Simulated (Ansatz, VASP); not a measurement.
One calculation of CoC6N6, two programs

```xyz
13
Lattice="5.8036 0.0000 0.0000 -2.9018 5.0261 0.0000 0.0000 0.0000 6.5594" Properties=species:S:1:pos:R:3 pbc="T T T"
Co    0.0000    0.0000    0.0000
C    -0.7632    1.3219    5.4832
C     1.5264    0.0000    5.4832
C     2.1386    3.7042    5.4832
C    -2.1386    3.7042    1.0762
C     4.2773    0.0000    1.0762
C     0.7632    1.3219    1.0762
N    -1.2512    2.1672    4.8151
N     2.5025    0.0000    4.8151
N     1.6506    2.8589    4.8151
N    -1.6506    2.8589    1.7443
N     3.3011    0.0000    1.7443
N     1.2512    2.1672    1.7443
```

Alike in both runs: functional PBE; dispersion D3(BJ); k mesh 6 × 6 × 6; occupations gaussian, width 0.1 eV; collinear spin.

Ansatz relaxed the structure, and its values are those at the end. VASP's run is a single point on that final structure, the one shown.

|  | VASP | Ansatz |
| --- | --- | --- |
| version | VASP 6.6.1 | Ansatz 0.2.0 |
| potentials or method | VASP PAW PBE potentials, release 64 (Co, C, N), cutoff 520 eV | scalar-relativistic, plane waves, PAW |
| valence electrons in the cell | 63 | 71 |

|  | VASP | Ansatz | Ansatz less VASP |
| --- | --- | --- | --- |
| gap on the k mesh at the Fermi level (eV) | none | none | - |
| pressure (GPa) | 0.4 | 0.0 | -0.35 |
| rms of the force components (eV/Å) | 0.211 | 0.000 | -0.2109 |
| net moment per atom (μB) | 0.23 | 0.23 | 0.000 |
| size of the moment on the site where the two differ most (μB) | 0.22 | 0.11 | -0.107 |

Site moments also hang on the region over which each program counts them. A gap of «none» marks a metal or a gap that the smearing closes. One of these differences is far larger than is usual between the two programs; its cause wasn't traced. VASP's potentials hold 63 valence electrons a cell and Ansatz's 71, so a difference there can come from the potentials and not from the codes.

Noted on VASP's run: the standard files for N, O and F lose accuracy on very short bonds.
